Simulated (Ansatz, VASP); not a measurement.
# In3B2As in VASP and in Ansatz

```xyz
6
Lattice="3.8031 2.1957 4.4448 -3.8031 2.1957 4.4448 0.0000 -4.3914 4.4448" Properties=species:S:1:pos:R:3 pbc="T T T"
In    0.0000    2.1957    4.4448
In   -1.9015   -1.0979    4.4448
In    1.9015   -1.0979    4.4448
B     0.0000    0.0000    4.3885
B     0.0000    0.0000    8.9460
As    0.0000    0.0000    6.6672
```

Alike in both runs: functional PBE; k mesh 6 × 6 × 6; occupations gaussian, width 0.02 eV; no spin polarisation.

Ansatz relaxed the structure, and its values are those at the end. VASP's run is a single point on that final structure, the one shown.

|  | VASP | Ansatz |
| --- | --- | --- |
| version | VASP 6.6.1 | Ansatz 0.2.0 |
| potentials or method | VASP PAW PBE potentials, release 64 (In_d, B, As), cutoff 520 eV | scalar-relativistic, plane waves, PAW |
| valence electrons in the cell | 50 | 60 |

|  | VASP | Ansatz | Ansatz less VASP |
| --- | --- | --- | --- |
| gap on the k mesh at the Fermi level (eV) | none | none | - |
| pressure (GPa) | 0.0 | 0.0 | +0.03 |
| rms of the force components (eV/Å) | 0.004 | 0.000 | -0.0035 |

A gap of «none» marks a metal or a gap that the smearing closes. VASP's potentials hold 50 valence electrons a cell and Ansatz's 60, so a difference there can come from the potentials and not from the codes.
